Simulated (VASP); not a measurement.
**CdO: elastic constants with PBEsol**

Crystal: CdO.

```
Cd O
1.0
     0.00000    2.31150    2.31150
     2.31150    0.00000    2.31150
     2.31150    2.31150    0.00000
Cd O
1 1
Direct
  0.00000 0.00000 0.00000
  0.50000 0.50000 0.50000
```

* Program: VASP 6.6.1
* Task: elastic constants
* Functional: PBEsol
* Potentials or basis: VASP PAW PBE potentials, release 64 (Cd, O)
* Cutoff: 600 eV
* k mesh: 18 × 18 × 18
* Occupations: fermi-dirac, width 0.05 eV
* Spin: no spin polarisation
* Dipole correction: no
* Ions in elastic constants: relaxed
* Further INCAR settings: ALGO = Normal; EDIFF = 1e-08; IBRION = 6; POTIM = 0.015; NSW = 1; ISIF = 3

```
Elastic constants C11, C12, C44                         : 282, 126, 44 GPa
Voigt bulk modulus                                      : 178 GPa
Highest phonon frequency at Γ, LO-TO splitting left out : 305 cm⁻¹
```

Phonon frequencies in cm⁻¹ (negative: imaginary):
| q point | frequencies |
| --- | --- |
| (0.000, 0.000, 0.000) | 0 0 0 305 305 305 |

Elastic tensor in Voigt notation (GPa, in the Cartesian axes of the cell as first typed):
```
282 126 126   0   0   0
126 282 126   0   0   0
126 126 282   0   0   0
  0   0   0  44   0   0
  0   0   0   0  44   0
  0   0   0   0   0  44
```

Clamped-ion elastic tensor (GPa):
```
282 126 126   0   0   0
126 282 126   0   0   0
126 126 282   0   0   0
  0   0   0  44   0   0
  0   0   0   0  44   0
  0   0   0   0   0  44
```

Wall time 27 min on 1 thread of Intel(R) Xeon(R) 6975P-C (Granite Rapids), with other jobs on the host, peak memory 1.1 GiB.

Caveat: the cell is under stress, which shifts elastic constants; the PAW data sets were made with another functional, which shifts forces and pressure a little.
